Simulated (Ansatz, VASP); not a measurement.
CaO in VASP and in Ansatz

The input POSCAR:

```
CaO
1.0
    2.9454022684      0.0421933036      0.0421933036
    0.0421933036      2.9454022684      0.0421933036
    0.0421933036      0.0421933036      2.9454022684
Ca O
1 1
Direct
    0.0000000000      0.0000000000      0.0000000000
    0.5000000000      0.5000000000      0.5000000000
```

INCAR.step1

```
  PREC = Accurate
  ENCUT = 520
  ISMEAR = 0
  SIGMA = 0.01
  LREAL = F
  LASPH = T
  NELM = 80
  NBANDS = 15
  GGA = PE
  ALGO = Normal
  EDIFF = 1E-4
  LWAVE = T
  LCHARG = F
```

Contents of INCAR.step2:

```
  PREC = Accurate
  ENCUT = 520
  EDIFF = 1E-6
  ISMEAR = 0
  SIGMA = 0.01
  LREAL = F
  LASPH = T
  NELM = 80
  ALGO = Normal
  ISIF = 2
  LWAVE = F
  LCHARG = F
  METAGGA = R2SCAN
  LMIXTAU = T
  NBANDS = 15
  ISTART = 1
```

File KPOINTS:

```
regular mesh
0
Gamma
  8 8 8
```

Input for Ansatz:

```yaml
crystal:
  lattice:
    - [2.9454022684, 0.0421933036, 0.0421933036]
    - [0.0421933036, 2.9454022684, 0.0421933036]
    - [0.0421933036, 0.0421933036, 2.9454022684]
  atoms:
    - { symbol: Ca, position: [0.0, 0.0, 0.0] }
    - { symbol: O, position: [0.5, 0.5, 0.5] }
kpoints:
  mp_grid: { grid: [8, 8, 8] }
  band_path:
    path:
      - [0.0, 0.0, 0.0]
      - [0.0, 0.5, 0.0]
      - [0.5, 0.5, 0.0]
      - [0.5, 0.5, 0.5]
      - [0.0, 0.5, 0.5]
    npoints: 1
hamiltonian:
  xc: r2scan
scf:
  occupations: { method: fixed }
  n_extra_bands: 4
output:
  forces: true
  stress: true
  eigenvalues: true
```

Change from the starting cell: shear_111 strain +4.4%.

Alike in both runs: task single point; functional r2SCAN; k mesh 8 × 8 × 8; no spin polarisation.

```csv
,VASP,Ansatz
version,VASP 6.6.1,Ansatz 0.2.0
potentials or method,"VASP PAW PBE potentials, release 64 (Ca_sv, O)","plane waves, PAW"
plane-wave cutoff (eV),520,500
occupations,"gaussian, width 0.01 eV",fixed
valence electrons in the cell,16,16
```

|  | VASP | Ansatz | Ansatz less VASP |
| --- | --- | --- | --- |
| gap on the k mesh at the Fermi level (eV) | 3.31 | 3.31 | -0.002 |
| pressure (GPa) | -3.7 | -4.6 | -0.90 |
| traceless stress, the component that is largest in VASP (GPa) | 0.47 | 0.54 | +0.069 |

VASP's potentials were made for PBE, not for r2SCAN.
